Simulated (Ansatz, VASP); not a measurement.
## SiC: VASP beside Ansatz

File INCAR:

```
PREC = Accurate
ENCUT = 520
EDIFF = 1E-6
ISMEAR = -1
SIGMA = 0.05
LREAL = F
LASPH = T
NELM = 100
ALGO = Normal
ISIF = 2
LWAVE = F
LCHARG = F
GGA = PE
ALDAC = 0.0
AGGAC = 0.0
NBANDS = 36
```

KPOINTS

```
regular mesh
0
Gamma
  10 10 2
```

Contents of POSCAR:

```
SiC
1.0
    3.0318190065      0.0000000000      0.0000000000
   -1.5159095032      2.6256322793      0.0000000000
    0.0000000000      0.0000000000     14.8603212692
Si C
6 6
Direct
    0.6666666667      0.3333333333      0.4583000000
    0.3333333333      0.6666666667      0.9583000000
    0.6666666667      0.3333333333      0.7917000000
    0.3333333333      0.6666666667      0.2917000000
    0.0000000000      0.0000000000      0.6250000000
    0.0000000000      0.0000000000      0.1250000000
    0.6666666667      0.3333333333      0.3333000000
    0.3333333333      0.6666666667      0.8333000000
    0.6666666667      0.3333333333      0.6667000000
    0.3333333333      0.6666666667      0.1667000000
    0.0000000000      0.0000000000      0.5000000000
    0.0000000000      0.0000000000      0.0000000000
```

The input input.yaml:

```yaml
crystal:
  lattice:
    - [3.0318190065, 0.0, 0.0]
    - [-1.5159095032, 2.6256322793, 0.0]
    - [0.0, 0.0, 14.8603212692]
  atoms:
    - { symbol: Si, position: [0.6666666667, 0.3333333333, 0.4583] }
    - { symbol: Si, position: [0.3333333333, 0.6666666667, 0.9583] }
    - { symbol: Si, position: [0.6666666667, 0.3333333333, 0.7917] }
    - { symbol: Si, position: [0.3333333333, 0.6666666667, 0.2917] }
    - { symbol: Si, position: [0.0, 0.0, 0.625] }
    - { symbol: Si, position: [0.0, 0.0, 0.125] }
    - { symbol: C, position: [0.6666666667, 0.3333333333, 0.3333] }
    - { symbol: C, position: [0.3333333333, 0.6666666667, 0.8333] }
    - { symbol: C, position: [0.6666666667, 0.3333333333, 0.6667] }
    - { symbol: C, position: [0.3333333333, 0.6666666667, 0.1667] }
    - { symbol: C, position: [0.0, 0.0, 0.5] }
    - { symbol: C, position: [0.0, 0.0, 0.0] }
hamiltonian:
  xc: { exchange: pbe, correlation: none }
  pseudopotentials: { kind: paw }
kpoints:
  mp_grid: { grid: [10, 10, 2] }
scf:
  occupations: { method: fermi_dirac, width: 0.05 }
output:
  forces: true
  stress: true
  eigenvalues: true
```

Alike in both runs: task single point; functional PBE exchange alone; k mesh 10 × 10 × 2; occupations fermi-dirac, width 0.05 eV; no spin polarisation.

|  | VASP | Ansatz |
| --- | --- | --- |
| version | VASP 6.6.1 | Ansatz 0.2.0 |
| potentials or method | VASP PAW PBE potentials, release 64 (Si, C) | Ansatz PAW |
| plane-wave cutoff (eV) | 520 | 420 |
| valence electrons in the cell | 48 | 48 |

Ansatz gave:

| Item | Value |
| --- | --- |
| gap on the k mesh at the Fermi level (eV) | 2.32 |
| least direct gap on the mesh (eV) | 3.41 |
| rms of the force components (eV/Å) | 0.041 |

**Question.** Which values does VASP return?

**Answer.** gap on the k mesh at the Fermi level (eV): 2.32; least direct gap on the mesh (eV): 3.42; rms of the force components (eV/Å): 0.041.

VASP's potentials were made for PBE, not for PBE exchange alone. Atom by atom the forces differ by 0.001 eV/Å (rms over components). With one functional, cell and mesh, what is left measures potentials, basis and numerics.
